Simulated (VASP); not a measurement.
# Rh (Pm-3m) in VASP: further runs, part 2 of 2

VASP 6.6.1. Earlier steps stand in the parts before.

## 4. Single point, revPBE

This run uses another cell than the first one, of 16.60 Å³/atom, 0.893 times its volume.

INCAR

```
  PREC = Accurate
  ENCUT = 520
  EDIFF = 1E-6
  ISMEAR = -1
  SIGMA = 0.1
  LREAL = False
  LASPH = True
  NELM = 100
  ALGO = Normal
  ISIF = 2
  LWAVE = False
  LCHARG = False
  GGA = RE
  NBANDS = 14
```

KPOINTS

```
regular mesh
0
Gamma
  20 20 20
```

POSCAR

```
Rh
1.0
    2.5508940649      0.0000000000      0.0000000000
    0.0000000000      2.5508940649      0.0000000000
    0.0000000000      0.0000000000      2.5508940649
Rh
1
Direct
    0.0000000000      0.0000000000      0.0000000000
```

Potentials or basis: VASP PAW PBE potentials, release 64 (Rh_pv).

Command:

```console
> cat potpaw_PBE.64/Rh_pv/POTCAR > POTCAR
> mpirun -np 1 vasp_std > vasp.out
```

OUTCAR:

```text
PREC = Accurate
   ENCUT = 520
   EDIFF = 1E-6
   ISMEAR = -1
   LREAL = False
   LASPH = True
   NELM = 100
   ISIF = 2
   GGA = RE

 ion  position               nearest neighbor table
   1  0.000  0.000  0.000-

  LATTYP: Found a simple cubic cell.
 ALAT       =     2.5508940649

  Lattice vectors:

 A1 = (   2.5508940649,   0.0000000000,   0.0000000000)
 A2 = (   0.0000000000,   2.5508940649,   0.0000000000)
 A3 = (   0.0000000000,   0.0000000000,   2.5508940649)

Analysis of symmetry for initial positions (statically):
=====================================================================
 Subroutine PRICEL returns:
 Original cell was already a primitive cell.

 Routine SETGRP: Setting up the symmetry group for a
 simple cubic supercell.

 Subroutine GETGRP returns: Found 48 space group operations
 (whereof 48 operations were pure point group operations)
 out of a pool of 48 trial point group operations.

The static configuration has the point symmetry O_h .

Analysis of symmetry for dynamics (positions and initial velocities):
=====================================================================
 Subroutine PRICEL returns:
 Original cell was already a primitive cell.

 Routine SETGRP: Setting up the symmetry group for a
 simple cubic supercell.

 Subroutine GETGRP returns: Found 48 space group operations
 (whereof 48 operations were pure point group operations)
 out of a pool of 48 trial point group operations.

The dynamic configuration has the point symmetry O_h .

 Subroutine INISYM returns: Found 48 space group operations
 (whereof 48 operations are pure point group operations),
 and found     1 'primitive' translations

----------------------------------------------------------------------------------------

                                     Primitive cell

  volume of cell :      16.5988

[... 111 lines left out ...]
   GGA     = RE    functional components
   LHFCALC =     F    Hartree Fock is set to
   AEXX    =    0.0000 exact exchange contribution
   IVDW    =     0    specifies the selected vdW correction
   LEPSILON=     F    determine dielectric tensor
   LRPA    =     F    only Hartree local field effects (RPA)
 non-spin polarized calculation
  energy-cutoff  :      520.00
  volume of cell :       16.60
 maximum number of plane-waves:       466
 NGX is ok and might be reduce to    20
   NGX =  9   NGY =  9   NGZ =  9

 number of electron      15.0000005 magnetization

 Free energy of the ion-electron system (eV)
  ---------------------------------------------------
  ext. energy  EPLUGINS =         0.00000000
  ---------------------------------------------------
  free energy    TOTEN  =        -6.01385574 eV

  energy without entropy =       -5.95402129  energy(sigma->0) =       -5.98393851

 E-fermi :   8.9875     XC(G=0): -12.6132

 val. band max:        8.9745410863   @ k =   0.5000   0.2000   0.1000
 cond. band min:       8.9909473468   @ k =   0.1500   0.1000   0.0000
 fundamental gap:      0.0164062605
 Fermi energy:         8.9875369200

 k-point     1 :       0.0000    0.0000    0.0000
  band No.  band energies     occupation
      1     -36.9862      2.00000
      2     -36.9862      2.00000
      3     -36.9862      2.00000
      4       2.4078      2.00000
      5       4.0588      2.00000
      6       4.0588      2.00000
      7       9.7059      0.00152
      8       9.7059      0.00152
      9       9.7059      0.00152
     10      25.6905      0.00000
     11      25.6905      0.00000
     12      25.6905      0.00000
     13      30.3048      0.00000
     14      32.8505      0.00000
[... 377 lines left out ...]
      1     -37.2125      2.00000
      2     -37.0305      2.00000
      3     -36.9613      2.00000
      4       3.5886      2.00000
      5       4.4713      2.00000
      6       5.2392      2.00000
      7       8.7024      1.89078
      8       8.9445      1.21202
      9       9.5582      0.00663
     10      21.3263      0.00000
     11      25.3505      0.00000
     12      27.9634      0.00000
     13      30.1842      0.00000
     14      30.3140      0.00000

 [... further k-points ...]

------------------------ aborting loop because EDIFF is reached ----------------------------------------

  FORCE on cell =-STRESS in cart. coord.  units (eV):
  Direction    XX          YY          ZZ          XY          YZ          ZX
  --------------------------------------------------------------------------------------
  -------------------------------------------------------------------------------------
  Total       -0.0018923     -0.0018923     -0.0018923      0.0000000     -0.0000000      0.0000000
  in kB       -0.1826494     -0.1826494     -0.1826494      0.0000000     -0.0000000      0.0000000
  external PRESSURE =      -0.1826494 kB  Pullay stress =       0.0000000 kB

 VOLUME and BASIS-vectors are now :
 -----------------------------------------------------------------------------
  energy-cutoff  :      520.00
  volume of cell :       16.60
      direct lattice vectors                 reciprocal lattice vectors
     2.550894065  0.000000000  0.000000000     0.392019415  0.000000000  0.000000000
     0.000000000  2.550894065  0.000000000     0.000000000  0.392019415  0.000000000
     0.000000000  0.000000000  2.550894065     0.000000000  0.000000000  0.392019415

 POSITION                                       TOTAL-FORCE (eV/Angst)
 -----------------------------------------------------------------------------------
      0.00000      0.00000      0.00000         0.000000      0.000000      0.000000
 -----------------------------------------------------------------------------------
    total drift:                               -0.000000      0.000000      0.000000

  FREE ENERGIE OF THE ION-ELECTRON SYSTEM (eV)
  ---------------------------------------------------
  free  energy   TOTEN  =        -6.0138557354 eV

  energy  without entropy=       -5.9540212928  energy(sigma->0) =       -5.98393851
```

OSZICAR:

```text
N       E                     dE             d eps       ncg     rms          rms(c)
DAV:   1     0.123222457828E+03    0.12322E+03   -0.88967E+03  8030   0.111E+03
DAV:   2    -0.461660715587E+01   -0.12784E+03   -0.12143E+03  8680   0.332E+02
DAV:   3    -0.625485235587E+01   -0.16382E+01   -0.16342E+01  9748   0.421E+01
DAV:   4    -0.626286288158E+01   -0.80105E-02   -0.80094E-02  9474   0.300E+00
DAV:   5    -0.626296156771E+01   -0.98686E-04   -0.98675E-04 10056   0.301E-01    0.699E+00
DAV:   6    -0.601652089801E+01    0.24644E+00   -0.47767E-01  9382   0.917E+00    0.284E+00
DAV:   7    -0.601449758509E+01    0.20233E-02   -0.12375E-02  9472   0.855E-01    0.153E+00
DAV:   8    -0.601388904985E+01    0.60854E-03   -0.18764E-03  9352   0.511E-01    0.627E-02
DAV:   9    -0.601385472770E+01    0.34322E-04   -0.53948E-05 10078   0.983E-02    0.140E-02
DAV:  10    -0.601385619061E+01   -0.14629E-05   -0.37099E-06  9448   0.213E-02    0.606E-03
DAV:  11    -0.601385573539E+01    0.45522E-06   -0.32715E-08  5744   0.216E-03
   1 F= -.60138557E+01 E0= -.59839385E+01  d E =-.598344E-01
```

It took 58 s on 1 thread of Intel Xeon 8259CL, shared host; peak memory 0.17 GiB.

What came out:

```yaml
Free_energy: -6.0139 eV
Pressure: 0.0 GPa
```

Levels at points of the mesh, in eV from the Fermi level:
```
           k point  band 5  band 6  band 7  band 8  band 9  band 10
(0.00, 0.00, 0.00)   -4.93   -4.93    0.72    0.72    0.72    16.70
(0.50, 0.00, 0.00)   -4.19   -1.30   -1.30    0.07    0.91     6.04
(0.50, 0.50, 0.00)   -3.52   -0.92   -0.92    2.22    5.62     5.62
(0.50, 0.50, 0.50)   -4.27   -4.27    2.35    2.35   10.23    11.92
```

Caveat: the PAW data sets were made with another functional, which shifts forces and pressure a little.

## 5. Overview

```tsv
task	cell	k mesh	cutoff (eV)	gap on the mesh (eV)	pressure (GPa)
single point	a = 2.649 Å, 1 atom	14 × 14 × 14	520	none	-14.4
relaxation of cell and atoms	relaxed from a = 2.458 Å, 1 atom	13 × 13 × 13	600	none	0.1
single point	a = 2.551 Å, 1 atom	20 × 20 × 20	520	none	0.0
```

Alike in all rows: level revPBE; potentials or basis VASP PAW PBE potentials, release 64 (Rh_pv); no spin polarisation; smearing fermi-dirac 0.1 eV.

Caveats: the PAW data sets were made with another functional, which shifts forces and pressure a little.

Absolute energies hang on the potentials; compare differences alone.
